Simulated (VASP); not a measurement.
Mg2Sn: single point with PBE

Crystal: Mg2Sn.

```
CELL_PARAMETERS angstrom
0.00000 3.39683 3.39683
3.39683 0.00000 3.39683
3.39683 3.39683 0.00000
ATOMIC_POSITIONS crystal
Sn 0.00000 0.00000 0.00000
Mg 0.25000 0.25000 0.25000
Mg 0.75000 0.75000 0.75000
```

This cell differs from its parent crystal: strain +0.5%.

```json
{
  "Program": "VASP 6.6.1",
  "Task": "single point",
  "Functional": "PBE",
  "Potentials or basis": "VASP PAW PBE potentials, release 64 (Sn_d, Mg)",
  "Cutoff": "600 eV",
  "k mesh": "6 × 6 × 6",
  "Occupations": "fermi-dirac, width 0.02 eV",
  "Spin": "no spin polarisation",
  "Dipole correction": "no",
  "Further INCAR settings": "ALGO = Normal; EDIFF = 1e-06; NBANDS = 16"
}
```

- Pressure: 0.4 GPa
- Band gap on the k mesh: zero (band 9 reaches 4.18 eV, above the bottom of band 10 at 4.00 eV)

Levels at points of the mesh, in eV from the Fermi level:
| k point | band 7 | band 8 | band 9 | band 10 | band 11 | band 12 |
| --- | --- | --- | --- | --- | --- | --- |
| (0.00, 0.00, 0.00) | 0.09 | 0.09 | 0.09 | 1.43 | 2.21 | 2.21 |
| (0.50, 0.00, 0.00) | -4.68 | -0.73 | -0.73 | 0.70 | 2.29 | 2.29 |
| (0.50, 0.50, 0.00) | -4.47 | -1.99 | -1.99 | -0.09 | 0.27 | 7.24 |

Run time: 25 s on 1 thread of Intel(R) Xeon(R) Platinum 8488C (Sapphire Rapids) (shared host), peak memory 0.25 GiB.

Caveat: the cell differs from its parent crystal (strain +0.5%); spin-orbit coupling is left out, which moves the levels of the heavy elements.
